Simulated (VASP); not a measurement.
## Ba: single point with PBEsol

Ba:

```
Ba
1.0
     0.00000    3.25775    3.25775
     3.25775    0.00000    3.25775
     3.25775    3.25775    0.00000
Ba
2
Direct
  0.87500 0.87500 0.87500
  0.12500 0.12500 0.12500
```

This isn't the form of Ba at room conditions, which is bcc.

- Program: VASP 6.6.1
- Task: single point
- Functional: PBEsol
- Potentials or basis: VASP PAW PBE potentials, release 64 (Ba_sv)
- Cutoff: 520 eV
- k mesh: 9 × 9 × 9
- Occupations: fermi-dirac, width 0.05 eV
- Spin: no spin polarisation

The pressure is 22.0 GPa. The band gap on the k mesh is zero (bands 10 and 11 overlap by 0.52 eV).

Levels at points of the mesh, in eV from the Fermi level:
| k point | band 7 | band 8 | band 9 | band 10 | band 11 | band 12 | band 13 | band 14 |
| --- | --- | --- | --- | --- | --- | --- | --- | --- |
| (0.00, 0.00, 0.00) | -12.43 | -12.43 | -1.64 | 0.02 | 0.02 | 2.47 | 2.47 | 2.47 |

Run time: 56 s on 1 thread of Intel(R) Xeon(R) Platinum 8259CL CPU @ 2.50GHz (Skylake/Cascade Lake), with other jobs on the host, peak memory 0.21 GiB.

Caveat: the cell stands under pressure; the PAW data sets were made with another functional, which shifts forces and pressure a little; spin-orbit coupling is left out, which moves the levels of the heavy elements.
